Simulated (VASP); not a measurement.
Write the native input for VASP 6.6.1 that does the following.

```yaml
Task: single point
Functional: PBEsol
Potentials_or_basis: VASP PAW PBE potentials, release 64 (Nb_sv, C)
Cutoff: 600 eV
k_mesh: 18 × 18 × 18
Occupations: gaussian, width 0.15 eV
Spin: no spin polarisation
Dipole_correction: no
Further_INCAR_settings: ALGO = Normal; EDIFF = 1e-06; NBANDS = 16
```

The structure of NbC lies in POSCAR:

```
NbC
1.0
    0.0000000000      2.0240000000      2.0240000000
    2.0240000000      0.0000000000      2.0240000000
    2.0240000000      2.0240000000      0.0000000000
Nb C
1 1
Direct
    0.0000000000      0.0000000000      0.0000000000
    0.5000000000      0.5000000000      0.5000000000
```

This cell differs from its parent crystal: strain -0.080 along x and y, -0.080 along z.

These files were run (other wordings do the same):

INCAR

```
PREC = Accurate ; ENCUT = 600
EDIFF = 1E-6 ; ISMEAR = 0
SIGMA = 0.15 ; LREAL = F
LASPH = T ; NELM = 120
ALGO = Normal ; ISIF = 2
LWAVE = F ; LCHARG = F
GGA = PS ; NBANDS = 16
GGA_COMPAT = F
```

KPOINTS

```
regular mesh
0
Gamma
  18 18 18
```

Potentials or basis: VASP PAW PBE potentials, release 64 (Nb_sv, C).

Launch:

```bash
$ cat potpaw_PBE.64/Nb_sv/POTCAR potpaw_PBE.64/C/POTCAR > POTCAR
$ mpirun -np 1 vasp_std > vasp.out
```

Results of the run:

```yaml
Pressure: 161.9 GPa
```

Caveat: the cell differs from its parent crystal (strain -0.080 along x and y, -0.080 along z); the PAW data sets were made with another functional, which shifts forces and pressure a little.

It took 82 s on 1 thread of Intel Xeon 8259CL, on a shared host, peak memory 0.19 GiB.
